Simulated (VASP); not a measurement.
Write the native input for VASP 6.6.1 that does the following.

```
Task                   : single point
Functional             : r2SCAN
Potentials or basis    : VASP PAW PBE potentials, release 64 (W_sv)
Cutoff                 : 520 eV
k mesh                 : 6 × 6 × 2
Occupations            : gaussian, width 0.1 eV
Spin                   : no spin polarisation
Dipole correction      : no
Further INCAR settings : ALGO = Normal; EDIFF = 1e-06; NBANDS = 36
```

The system is W.

```xyz
4
Lattice="2.7656 0.0000 0.0000 -1.3828 2.3951 0.0000 0.0000 0.0000 9.8670" Properties=species:S:1:pos:R:3 pbc="T T T"
W     0.0000    0.0000    0.0000
W     0.0000    0.0000    4.9335
W     0.0000    1.5967    7.4002
W     1.3828    0.7984    2.4667
```

This isn't the form of W at room conditions, which is bcc.

One way to write it, as run:

POSCAR

```
W
1.0
    2.7656173692      0.0000000000      0.0000000000
   -1.3828086846      2.3950948989      0.0000000000
    0.0000000000      0.0000000000      9.8669796411
W
4
Direct
    0.0000000000      0.0000000000      0.0000000000
    0.0000000000      0.0000000000      0.5000000000
    0.3333333333      0.6666666667      0.7500000000
    0.6666666667      0.3333333333      0.2500000000
```

INCAR.step1

```
SYSTEM = W
  PREC = Accurate
  ENCUT = 520
  ISMEAR = 0
  SIGMA = 0.1
  LREAL = .FALSE.
  LASPH = .TRUE.
  NELM = 60
  NBANDS = 36
  GGA = PE
  ALGO = Normal
  EDIFF = 1E-4
  LWAVE = .TRUE.
  LCHARG = .FALSE.
```

INCAR.step2

```
SYSTEM = W
  PREC = Accurate
  ENCUT = 520
  EDIFF = 1E-6
  ISMEAR = 0
  SIGMA = 0.1
  LREAL = .FALSE.
  LASPH = .TRUE.
  NELM = 60
  ALGO = Normal
  ISIF = 2
  LWAVE = .FALSE.
  LCHARG = .FALSE.
  METAGGA = R2SCAN
  LMIXTAU = .TRUE.
  NBANDS = 36
  ISTART = 1
```

KPOINTS

```
Automatic mesh
0
G
  6 6 2
  0 0 0
```

Potentials or basis: VASP PAW PBE potentials, release 64 (W_sv).

Run with:

```sh
$ cat potpaw_PBE.64/W_sv/POTCAR > POTCAR
$ cp INCAR.step1 INCAR
$ mpirun -np 1 vasp_std > vasp.out
$ cp INCAR.step2 INCAR
$ mpirun -np 1 vasp_std > vasp.out
```

Results of the run:

```yaml
Pressure: 1.2 GPa
Band_gap_on_the_k_mesh: zero (bands 28 and 29 overlap by 1.55 eV)
```

Caveat: the k points lie up to 0.44 Å⁻¹ apart, too coarse for converged energies and pressures of a metal; the PAW data sets were made with another functional, which shifts forces and pressure a little; spin-orbit coupling is left out, which moves the levels of the heavy elements.

It took 49 s on 1 thread of Intel(R) Xeon(R) 6975P-C (Granite Rapids), on a shared host, peak memory 0.21 GiB.
